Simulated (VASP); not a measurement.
# Mn (Pm-3m) in VASP: single point with r2SCAN

Aim: the single point of Mn with r2SCAN.

Everything below comes from runs of VASP 6.6.1. Logs are shortened: lines on timing, memory, paths and dates and some standing lists are left out, and cuts for length are marked.

## Step 1: The cell of the first run

It takes space group Pm-3m (No. 221, cubic). The conventional cell has a = 2.660 Å, b = 2.660 Å, c = 2.660 Å, α = 90.00°, β = 90.00°, γ = 90.00°. Within 3.5 Å of Mn (site symmetry m-3m) lie 6 Mn at 2.66 Å.

This isn't the form of Mn at room conditions, which is a 58-atom cubic cell.

## Step 2: Single point, r2SCAN, collinear spin, ferromagnetic start

File POSCAR:

```
Mn
1.0
    2.6602590336      0.0000000000      0.0000000000
    0.0000000000      2.6602590336      0.0000000000
    0.0000000000      0.0000000000      2.6602590336
Mn
1
Direct
    0.0000000000      0.0000000000      0.0000000000
```

File INCAR.step1:

```
SYSTEM = Mn
  PREC = Accurate
  ENCUT = 520
  ISMEAR = 0
  SIGMA = 0.1
  LREAL = .FALSE.
  LASPH = .TRUE.
  NELM = 150
  ISPIN = 2
  MAGMOM = 4.49
  LMAXMIX = 4
  NBANDS = 16
  GGA = PE
  ALGO = Normal
  EDIFF = 1E-4
  LWAVE = .TRUE.
  LCHARG = .FALSE.
```

File INCAR.step2:

```
SYSTEM = Mn
  PREC = Accurate
  ENCUT = 520
  EDIFF = 1E-7
  ISMEAR = 0
  SIGMA = 0.1
  LREAL = .FALSE.
  LASPH = .TRUE.
  NELM = 150
  ALGO = Normal
  ISIF = 2
  LWAVE = .FALSE.
  LCHARG = .TRUE.
  ISPIN = 2
  MAGMOM = 4.49
  LORBIT = 11
  LMAXMIX = 4
  METAGGA = R2SCAN
  LMIXTAU = .TRUE.
  LELF = .TRUE.
  LVHAR = .TRUE.
  NBANDS = 16
  ISTART = 1
```

File KPOINTS:

```
regular mesh
0
G
  20 20 20
  0 0 0
```

Potentials or basis: VASP PAW PBE potentials, release 64 (Mn_pv).

On the command line:

```sh
cat potpaw_PBE.64/Mn_pv/POTCAR > POTCAR
cp INCAR.step1 INCAR
mpirun -np 1 vasp_std > vasp.out
cp INCAR.step2 INCAR
mpirun -np 1 vasp_std > vasp.out
```

OUTCAR:

```text
SYSTEM = Mn
   PREC = Accurate
   ENCUT = 520
   EDIFF = 1E-7
   ISMEAR = 0
   LREAL = .FALSE.
   LASPH = .TRUE.
   NELM = 150
   ISIF = 2
   ISPIN = 2
   LORBIT = 11
   METAGGA = R2SCAN
   ISTART = 1

 ion  position               nearest neighbor table
   1  0.000  0.000  0.000-

  LATTYP: Found a simple cubic cell.
 ALAT       =     2.6602590336

  Lattice vectors:

 A1 = (   2.6602590336,   0.0000000000,   0.0000000000)
 A2 = (   0.0000000000,   2.6602590336,   0.0000000000)
 A3 = (   0.0000000000,   0.0000000000,   2.6602590336)

Analysis of symmetry for initial positions (statically):
=====================================================================
 Subroutine PRICEL returns:
 Original cell was already a primitive cell.

 Routine SETGRP: Setting up the symmetry group for a
 simple cubic supercell.

 Subroutine GETGRP returns: Found 48 space group operations
 (whereof 48 operations were pure point group operations)
 out of a pool of 48 trial point group operations.

The static configuration has the point symmetry O_h .

Analysis of symmetry for dynamics (positions and initial velocities):
=====================================================================
 Subroutine PRICEL returns:
 Original cell was already a primitive cell.

 Routine SETGRP: Setting up the symmetry group for a
 simple cubic supercell.

 Subroutine GETGRP returns: Found 48 space group operations
 (whereof 48 operations were pure point group operations)
 out of a pool of 48 trial point group operations.

The dynamic configuration has the point symmetry O_h .

Analysis of structural, dynamic, and magnetic symmetry:
=====================================================================
 Subroutine PRICEL returns:
 Original cell was already a primitive cell.

 Routine SETGRP: Setting up the symmetry group for a
 simple cubic supercell.

 Subroutine GETGRP returns: Found 48 space group operations
 (whereof 48 operations were pure point group operations)
 out of a pool of 48 trial point group operations.

The overall configuration has the point symmetry O_h .

 Subroutine INISYM returns: Found 48 space group operations
 (whereof 48 operations are pure point group operations),
 and found     1 'primitive' translations

----------------------------------------------------------------------------------------

                                     Primitive cell

  volume of cell :      18.8266

[... 100 lines left out ...]
   EFERMI =   0.00;   METHOD = LEGACY
   ISMEAR =     0;   SIGMA  =   0.10  broadening in eV -4-tet -1-fermi 0-gaus
   EFERMI_NEDOS =   21; number of points for ismear=-14 and -15
   IALGO  =     38    algorithm
   IMIX   =      4    mixing-type and parameters
     AMIX     =   0.40;   BMIX     =  1.00
     AMIX_MAG =   1.60;   BMIX_MAG =  1.00
  volume/ion in A,a.u.               =      18.83       127.05
  Fermi-wavevector in a.u.,A,eV,Ry     =   1.446989  2.734414 28.487584  2.093778
  Thomas-Fermi vector in A             =   2.564995
   LORBIT       =     11    0 simple, 1 ext, 2 COOP (PROOUT), +10 PAW based schemes
   METAGGA = R2SCAN    functional components
   LHFCALC =     F    Hartree Fock is set to
   AEXX    =    0.0000 exact exchange contribution
   IVDW    =     0    specifies the selected vdW correction
   LEPSILON=     F    determine dielectric tensor
   LRPA    =     F    only Hartree local field effects (RPA)
 spin polarized calculation
 Gauss-broadening in eV      SIGMA  =   0.10
  energy-cutoff  :      520.00
  volume of cell :       18.83
 maximum number of plane-waves:       520
 NGX is ok and might be reduce to    20
   NGX =  9   NGY =  9   NGZ =  9

 number of electron      13.0000025 magnetization       4.2379674

 Free energy of the ion-electron system (eV)
  ---------------------------------------------------
  ext. energy  EPLUGINS =         0.00000000
  ---------------------------------------------------
  free energy    TOTEN  =       -13.89349384 eV

  energy without entropy =      -13.88661175  energy(sigma->0) =      -13.89005280

 E-fermi :   5.6397     XC(G=0): -11.7329

 val. band max:        5.6366579039   @ k =   0.5000   0.2500   0.2000
 cond. band min:       5.6401364375   @ k =   0.5000   0.4500   0.3500
 fundamental gap:      0.0034785336
 Fermi energy:         5.6397207034

 spin component 1

 k-point     1 :       0.0000    0.0000    0.0000
  band No.  band energies     occupation
      1     -46.9853      1.00000
      2     -46.9853      1.00000
      3     -46.9853      1.00000
      4      -2.1430      1.00000
      5       0.7397      1.00000
      6       0.7397      1.00000
[... 435 lines left out ...]
      5       0.9416      1.00000
      6       1.2597      1.00000
[... 8 lines left out ...]
     15      29.9505      0.00000
     16      30.3592      0.00000

 [... further k-points ...]

 spin component 2

 k-point     1 :       0.0000    0.0000    0.0000
  band No.  band energies     occupation
      1     -41.3709      1.00000
      2     -41.3709      1.00000
      3     -41.3709      1.00000
      4      -1.6773      1.00000
      5       5.4061      0.99952
      6       5.4061      0.99952
[... 435 lines left out ...]
      5       5.6591      0.39217
      6       5.7591      0.04566
[... 8 lines left out ...]
     15      32.8165      0.00000
     16      34.6925      0.00000

 [... further k-points ...]

------------------------ aborting loop because EDIFF is reached ----------------------------------------

  FORCE on cell =-STRESS in cart. coord.  units (eV):
  Direction    XX          YY          ZZ          XY          YZ          ZX
  --------------------------------------------------------------------------------------
  -------------------------------------------------------------------------------------
  Total       -0.0100968     -0.0100968     -0.0100968     -0.0000000      0.0000000     -0.0000000
  in kB       -0.8592568     -0.8592568     -0.8592568     -0.0000000      0.0000000     -0.0000000
  external PRESSURE =      -0.8592568 kB  Pullay stress =       0.0000000 kB

 VOLUME and BASIS-vectors are now :
 -----------------------------------------------------------------------------
  energy-cutoff  :      520.00
  volume of cell :       18.83
      direct lattice vectors                 reciprocal lattice vectors
     2.660259034  0.000000000  0.000000000     0.375903244  0.000000000  0.000000000
     0.000000000  2.660259034  0.000000000     0.000000000  0.375903244  0.000000000
     0.000000000  0.000000000  2.660259034     0.000000000  0.000000000  0.375903244

 POSITION                                       TOTAL-FORCE (eV/Angst)
 -----------------------------------------------------------------------------------
      0.00000      0.00000      0.00000         0.000000      0.000000      0.000000
 -----------------------------------------------------------------------------------
    total drift:                                0.000000      0.000000      0.000000

  FREE ENERGIE OF THE ION-ELECTRON SYSTEM (eV)
  ---------------------------------------------------
  free  energy   TOTEN  =       -13.8934938434 eV

  energy  without entropy=      -13.8866117521  energy(sigma->0) =      -13.89005280

 total charge

# of ion       s       p       d       tot
------------------------------------------
    1        0.360   6.179   4.922  11.461

 magnetization (x)

# of ion       s       p       d       tot
------------------------------------------
    1        0.034   0.038   4.014   4.087
```

OSZICAR.step1:

```text
N       E                     dE             d eps       ncg     rms          rms(c)
DAV:   1     0.970719873654E+02    0.97072E+02   -0.74412E+03 18400   0.930E+02
DAV:   2    -0.554775491344E+01   -0.10262E+03   -0.96495E+02 20008   0.262E+02
DAV:   3    -0.792542988783E+01   -0.23777E+01   -0.23733E+01 21040   0.441E+01
DAV:   4    -0.794368441262E+01   -0.18255E-01   -0.18254E-01 21592   0.377E+00
DAV:   5    -0.794396860022E+01   -0.28419E-03   -0.28419E-03 21448   0.465E-01    0.768E+00
DAV:   6    -0.759369182834E+01    0.35028E+00   -0.18288E+00 20544   0.187E+01    0.505E+00
DAV:   7    -0.763425426043E+01   -0.40562E-01   -0.19976E-01 20600   0.528E+00    0.243E+00
DAV:   8    -0.763664019550E+01   -0.23859E-02   -0.85305E-03 21488   0.875E-01    0.124E+00
DAV:   9    -0.763299514803E+01    0.36450E-02   -0.23150E-03 20136   0.505E-01    0.174E-01
DAV:  10    -0.763351892295E+01   -0.52377E-03   -0.63339E-04 20600   0.157E-01    0.587E-02
DAV:  11    -0.763355860979E+01   -0.39687E-04   -0.47353E-05 16880   0.555E-02
   1 F= -.76335586E+01 E0= -.76286090E+01  d E =-.989922E-02  mag=     3.9653
```

It took 7.9 min on 1 thread of Intel Xeon Platinum 8259CL at 2.50GHz (Skylake/Cascade Lake), shared host; peak memory 0.23 GiB.

What came out:

- Free energy: -13.8935 eV
- Pressure: -0.1 GPa
- Net moment: 4.24 μB per cell
- Site moments: Mn +4.09 μB
- Valence electrons inside the program's atomic spheres: Mn 11.46

Caveat: the PAW data sets were made with another functional, which shifts forces and pressure a little.
